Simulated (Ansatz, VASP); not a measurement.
# Hf3SiO8 in VASP and in Ansatz

INCAR

```
SYSTEM = Hf3SiO8
  ALGO = Normal
  EDIFF = 1E-6
  EDIFFG = -0.01
  ENCUT = 600
  GGA = PE
  IBRION = 2
  ISIF = 3
  ISMEAR = 0
  LASPH = .TRUE.
  LCHARG = .FALSE.
  LREAL = .FALSE.
  LWAVE = .FALSE.
  NELM = 60
  NSW = 100
  PREC = Accurate
  SIGMA = 0.02
```

Contents of KPOINTS:

```
k-points
0
G
  6 6 6
  0 0 0
```

POSCAR

```
Hf3SiO8
1.0
   -3.1176166860      3.3207031143      3.3600811686
    3.1176166860     -3.3207031143      3.3600811686
    3.1176166860      3.3207031143     -3.3600811686
Hf Si O
3 1 8
Direct
    0.0000000000      0.5000000000      0.5000000000
    0.5000000000      0.7505691633      0.2505691633
    0.5000000000      0.2494308367      0.7494308367
    0.0000000000      0.0000000000      0.0000000000
    0.8169408438      0.7835020008      0.6004428446
    0.8169408438      0.2164979992      0.0334388430
    0.7096958020      0.7096958020      0.0000000000
    0.6990399063      0.1990399063      0.5000000000
    0.2903041980      0.2903041980      0.0000000000
    0.3009600937      0.8009600937      0.5000000000
    0.1830591562      0.7835020008      0.9665611570
    0.1830591562      0.2164979992      0.3995571554
```

Input for Ansatz:

```yaml
crystal:
  lattice:
    - [-3.117616686, 3.3207031143, 3.3600811686]
    - [3.117616686, -3.3207031143, 3.3600811686]
    - [3.117616686, 3.3207031143, -3.3600811686]
  atoms:
    - { symbol: Hf, position: [0.0, 0.5, 0.5] }
    - { symbol: Hf, position: [0.5, 0.7505691633, 0.2505691633] }
    - { symbol: Hf, position: [0.5, 0.2494308367, 0.7494308367] }
    - { symbol: Si, position: [0.0, 0.0, 0.0] }
    - { symbol: O, position: [0.8169408438, 0.7835020008, 0.6004428446] }
    - { symbol: O, position: [0.8169408438, 0.2164979992, 0.033438843] }
    - { symbol: O, position: [0.709695802, 0.709695802, 0.0] }
    - { symbol: O, position: [0.6990399063, 0.1990399063, 0.5] }
    - { symbol: O, position: [0.290304198, 0.290304198, 0.0] }
    - { symbol: O, position: [0.3009600937, 0.8009600937, 0.5] }
    - { symbol: O, position: [0.1830591562, 0.7835020008, 0.966561157] }
    - { symbol: O, position: [0.1830591562, 0.2164979992, 0.3995571554] }
basis:
  ecutwfc: 420
kpoints:
  mp_grid: { grid: [6, 6, 6] }
hamiltonian:
  xc: pbe
scf:
  occupations: { method: gaussian, width: 0.02 }
output:
  forces: true
  stress: true
  eigenvalues: true
  write_density: true
  write_potential: true
  elf: true
  volumetric_format: npy
relax:
  adjacent_minimum: "off"
  f_tol: 0.01
  max_steps: 80
  cell: { stress_tol: 0.05 }
```

Alike in both runs: task relaxation of cell and atoms; functional PBE; k mesh 6 × 6 × 6; occupations gaussian, width 0.02 eV; no spin polarisation.

|  | VASP | Ansatz |
| --- | --- | --- |
| version | VASP 6.6.1 | Ansatz 0.2.0 |
| potentials or method | VASP PAW PBE potentials, release 64 (Hf_pv, Si, O), cutoff 600 eV | scalar-relativistic, plane waves, PAW |
| valence electrons in the cell | 82 | 130 |

Ansatz gave:

| Item | Value |
| --- | --- |
| gap on the k mesh at the Fermi level, each at its own relaxed structure (eV) | 2.70 |
| relaxed volume (Å³/atom) | 11.60 |
| relaxed length of the cell vector where the two differ most in proportion (Å) | 5.660 |

Problem. What did VASP give for the same quantities?

Solution. gap on the k mesh at the Fermi level, each at its own relaxed structure (eV): 2.71; relaxed volume (Å³/atom): 11.47; relaxed length of the cell vector where the two differ most in proportion (Å): 5.640.

VASP's potentials hold 82 valence electrons a cell and Ansatz's 130, so a difference there can come from the potentials and not from the codes.

Neither program's run includes spin-orbit coupling.
